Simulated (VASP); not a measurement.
Input of a VASP 6.6.1 run:

INCAR

```
ALGO     = Normal         # electronic algorithm
EDIFF    = 1E-6           # SCF threshold, eV
ENCUT    = 500            # plane-wave cutoff, eV
GGA      = PE             # functional
GGA_COMPAT= False        
ISIF     = 2              # what is computed and relaxed
ISMEAR   = 0              # smearing method
LASPH    = True           # aspherical terms in the spheres
LCHARG   = True           # write CHGCAR
LELF     = True           # ELF
LREAL    = False          # projectors in reciprocal space
LVHAR    = True         
LWAVE    = False          # write WAVECAR
NBANDS   = 19             # bands
NELM     = 120            # most SCF steps
PREC     = Accurate       # precision mode
SIGMA    = 0.01           # smearing width, eV
```

Contents of KPOINTS:

```
k-points
0
Gamma
  6 6 6
```

The input POSCAR:

```
K2S
1.0
    0.0000000000      3.6544736324      3.6544736324
    3.6544736324      0.0000000000      3.6544736324
    3.6544736324      3.6544736324      0.0000000000
K S
2 1
Direct
    0.2500000000      0.2500000000      0.2500000000
    0.7500000000      0.7500000000      0.7500000000
    0.0000000000      0.0000000000      0.0000000000
```

Potentials or basis: VASP PAW PBE potentials, release 64 (K_sv, S).

Launch:

```sh
$ cat potpaw_PBE.64/K_sv/POTCAR potpaw_PBE.64/S/POTCAR > POTCAR
$ mpirun -np 1 vasp_std > vasp.out
```

(1) Estimate the band gap on the k mesh.

(2) What does it give for the pressure?

Answers

(1) 2.48 eV, indirect (least direct gap 2.71 eV).

(2) 1.3 GPa.
